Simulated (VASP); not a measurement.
A run of VASP 6.6.1 is set up as follows.

The input INCAR:

```
SYSTEM = Ag
  ALGO = Fast
  EDIFF = 1E-6
  ENCUT = 520
  GGA = PS
  ISIF = 2
  ISMEAR = 0
  LASPH = .True.
  LCHARG = .False.
  LREAL = .False.
  LWAVE = .False.
  NBANDS = 12
  NELM = 80
  PREC = Accurate
  SIGMA = 0.15
```

File KPOINTS:

```
k-points
0
Gamma
  28 28 28
  0 0 0
```

File POSCAR:

```
Ag
1.0
   -1.8615614530      1.8615614530      1.2100149445
    1.8615614530     -1.8615614530      1.2100149445
    1.8615614530      1.8615614530     -1.2100149445
Ag
1
Direct
    0.0000000000      0.0000000000      0.0000000000
```

Potentials or basis: VASP PAW PBE potentials, release 64 (Ag).

Run with:

```sh
$ cat potpaw_PBE.64/Ag/POTCAR > POTCAR
$ mpirun -np 1 vasp_std > vasp.out
```

Task: Estimate the pressure.

Result: 14.1 GPa.

Task: Estimate the band gap on the k mesh.

Result: Zero (an odd number of electrons rules out a gap without spin polarisation).

Stress tensor (GPa, compression positive):
```
-4.90  0.00  0.00
 0.00 -4.90  0.00
 0.00  0.00 52.22
```

Caveat: the cell stands under pressure; the PAW data sets were made with another functional, which shifts forces and pressure a little.
